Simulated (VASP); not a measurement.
# MgO: single point with PBE

MgO:

```
Mg O
1.0
    -3.52132    0.00000    0.00000
    -1.76066   -3.04955    0.00000
    -2.20082   -2.79542   12.71815
Mg O
6 6
Direct
  0.65277 0.59026 0.08335
  0.59722 0.28471 0.41668
  0.54166 0.97915 0.75002
  0.18055 0.49304 0.91668
  0.29166 0.10415 0.25002
  0.23611 0.79860 0.58335
  0.51389 0.82637 0.91668
  0.62500 0.43748 0.25002
  0.56944 0.13193 0.58335
  0.31944 0.25693 0.08335
  0.26389 0.95137 0.41668
  0.20833 0.64582 0.75002
```

```yaml
Program: VASP 6.6.1
Task: single point
Functional: PBE
Potentials_or_basis: VASP PAW PBE potentials, release 64 (Mg, O)
Cutoff: 520 eV
k_mesh: 7 × 7 × 2
Occupations: gaussian, width 0.05 eV
Spin: no spin polarisation
Dipole_correction: no
Further_INCAR_settings: ALGO = Normal; EDIFF = 1e-07; NBANDS = 36; ISYM = 0
```

The pressure is -0.5 GPa. The largest force is 1.070 eV/Å. The band gap on the k mesh is 3.13 eV.

Forces on the atoms (eV/Å):
```
Mg   0.847 -0.489  0.435
Mg   0.000  0.000  0.001
Mg  -0.022  0.013 -0.007
Mg  -0.846  0.489 -0.435
Mg   0.022 -0.013  0.007
Mg   0.000  0.000 -0.001
O   -0.554  0.320 -0.034
O    0.002 -0.001 -0.002
O    0.001  0.000 -0.001
O    0.554 -0.320  0.034
O   -0.001  0.000  0.000
O   -0.002  0.001  0.002
```

Stress tensor (GPa, compression positive):
```
-1.53  0.78  3.65
 0.78 -0.63 -2.11
 3.65 -2.11  0.54
```

Levels at points of the mesh, in eV from the valence-band top:
```csv
k point,band 20,band 21,band 22,band 23,band 24,band 25,band 26,band 27,band 28,band 29
"(0.00, 0.00, 0.00)",-1.02,-0.99,-0.88,-0.71,0.00,3.13,4.79,4.90,7.41,7.51
"(0.00, 0.00, 0.50)",-0.90,-0.88,-0.73,-0.56,-0.45,3.63,3.76,6.10,6.21,8.57
```

It took 2.3 min on 1 thread of Intel(R) Xeon(R) 6975P-C (Granite Rapids), with other jobs on the host, peak memory 0.36 GiB.

Caveat: an odd mesh through Γ misses points on the zone boundary, where band edges can lie; forces of over 1 eV/Å act on the atoms, so gaps and moduli don't describe the material at rest.
